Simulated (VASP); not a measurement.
Here is a VASP 6.6.1 calculation.

The input INCAR:

```
PREC = Accurate
ENCUT = 500
EDIFF = 1E-6
ISMEAR = 0
SIGMA = 0.05
LREAL = F
LASPH = T
NELM = 120
ALGO = Normal
ISIF = 2
LWAVE = F
LCHARG = T
GGA = PS
IVDW = 12
LELF = T
LVHAR = T
NBANDS = 20
GGA_COMPAT = F
```

KPOINTS

```
regular mesh
0
Gamma
  8 8 4
```

POSCAR

```
SnS2
1.0
    3.6053661699      0.0000000000      0.0000000000
   -1.8026830849      3.1223386930      0.0000000000
    0.0000000000      0.0000000000      5.4044611438
Sn S
1 2
Direct
    0.0000000000      0.0000000000      0.0000000000
    0.3333333333      0.6666666667      0.2725861115
    0.6666666667      0.3333333333      0.7274138885
```

Potentials or basis: VASP PAW PBE potentials, release 64 (Sn_d, S).

The run is started by

```bash
$ cat potpaw_PBE.64/Sn_d/POTCAR potpaw_PBE.64/S/POTCAR > POTCAR
$ mpirun -np 1 vasp_std > vasp.out
```

Problem. Estimate the pressure.

Solution. 1.8 GPa.

Problem. Predict the largest force.

Solution. 0.010 eV/Å.

Forces in eV/Å, atoms in the order of the input:
```
Sn   0.000  0.000  0.000
S    0.000  0.000 -0.010
S    0.000  0.000  0.010
```

Caveat: the PAW data sets were made with another functional, which shifts forces and pressure a little.
